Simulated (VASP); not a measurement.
The system is Ge2Sb.

```xyz
3
Lattice="0.0000 3.1416 3.1416 3.1416 0.0000 3.1416 3.1416 3.1416 0.0000" Properties=species:S:1:pos:R:3 pbc="T T T"
Ge    1.5708    1.5708    1.5708
Ge    4.7124    4.7124    4.7124
Sb    0.0000    0.0000    0.0000
```

| Property | Result |
| --- | --- |
| Program | VASP 6.6.1 |
| Task | relaxation of cell and atoms |
| Functional | PBE |
| Potentials or basis | VASP PAW PBE potentials, release 64 (Ge_d, Sb) |
| Cutoff | 600 eV |
| k mesh | 6 × 6 × 6 |
| Occupations | gaussian, width 0.1 eV |
| Spin | no spin polarisation |

At the start: pressure 21.5 GPa; volume 20.67 Å³/atom.

**Question.** Where does the relaxation end?

**Answer.** Over 5 steps the energy falls by 323.9 meV/atom and the volume is 26.62 Å³/atom (+28.8 %); space group Fm-3m (No. 225, to 0.1 Å) before and after.

Step by step:
```csv
step,energy change (eV),largest force (eV/Å),pressure (GPa),volume (Å³)
1,0.0000,0.0000,21.55,62.01
2,-0.7939,0.0000,-4.79,90.47
3,-0.9717,0.0000,0.38,79.71
4,-0.9712,0.0000,-0.30,80.38
5,-0.9717,0.0000,-0.06,79.85
```

Final structure:
```
Ge Sb
1.0
     0.00000    3.41779    3.41779
     3.41779    0.00000    3.41779
     3.41779    3.41779    0.00000
Ge Sb
2 1
Direct
  0.25000 0.25000 0.25000
  0.75000 0.75000 0.75000
  0.00000 0.00000 0.00000
```

Caveat: the volume moved by over 15 % at a fixed basis, so the end points are rough.
